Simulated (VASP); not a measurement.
A run of VASP 6.6.1 is set up as follows.

File INCAR:

```
SYSTEM = Hf
  ALGO = Normal
  EDIFF = 1E-6
  ENCUT = 520
  GGA = PE
  ISIF = 2
  ISMEAR = -1
  LASPH = .TRUE.
  LCHARG = .FALSE.
  LREAL = .FALSE.
  LWAVE = .FALSE.
  NBANDS = 11
  NELM = 80
  PREC = Accurate
  SIGMA = 0.05
```

Contents of KPOINTS:

```
k-points
0
G
  17 17 17
  0 0 0
```

POSCAR

```
Hf
1.0
    0.0000000000      1.9741079986      1.9741079986
    1.9741079986      0.0000000000      1.9741079986
    1.9741079986      1.9741079986      0.0000000000
Hf
1
Direct
    0.0000000000      0.0000000000      0.0000000000
```

Potentials or basis: VASP PAW PBE potentials, release 64 (Hf_pv).

The run is started by

```bash
$ cat potpaw_PBE.64/Hf_pv/POTCAR > POTCAR
$ mpirun -np 1 vasp_std > vasp.out
```

(1) Predict the band gap on the k mesh.

(2) What does it give for the pressure?

Answers

(1) zero (band 5 reaches 9.08 eV, above the bottom of band 6 at 7.01 eV).

(2) 73.0 GPa.

Caveat: spin-orbit coupling is left out, which moves the levels of the heavy elements.
